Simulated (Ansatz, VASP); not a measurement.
## Two plane-wave programs on SiNi

```
Si Ni
1.0
     4.51860    0.00000    0.00000
     0.00000    4.51860    0.00000
     0.00000    0.00000    4.51860
Si Ni
4 4
Direct
  0.65351 0.15351 0.34649
  0.15351 0.34649 0.65351
  0.34649 0.65351 0.15351
  0.84649 0.84649 0.84649
  0.35103 0.85103 0.64897
  0.85103 0.64897 0.35103
  0.64897 0.35103 0.85103
  0.14897 0.14897 0.14897
```

Alike in both runs: functional PBE; k mesh 8 × 8 × 8; occupations gaussian, width 0.1 eV; no spin polarisation.

Ansatz relaxed the structure, and its values are those at the end. VASP's run is a single point on that final structure, the one shown.

|  | VASP | Ansatz |
| --- | --- | --- |
| version | VASP 6.6.1 | Ansatz 0.2.0 |
| potentials or method | VASP PAW PBE potentials, release 64 (Si, Ni), cutoff 520 eV | scalar-relativistic, plane waves, PAW |
| valence electrons in the cell | 56 | 88 |

```csv
,VASP,Ansatz,Ansatz less VASP
gap on the k mesh at the Fermi level (eV),none,none,-
pressure (GPa),0.0,0.0,-0.04
rms of the force components (eV/Å),0.004,0.004,-0.0008
```

A gap of «none» marks a metal or a gap that the smearing closes. With one functional, cell and mesh, what is left measures potentials, basis and numerics. VASP's potentials hold 56 valence electrons a cell and Ansatz's 88, so a difference there can come from the potentials and not from the codes.
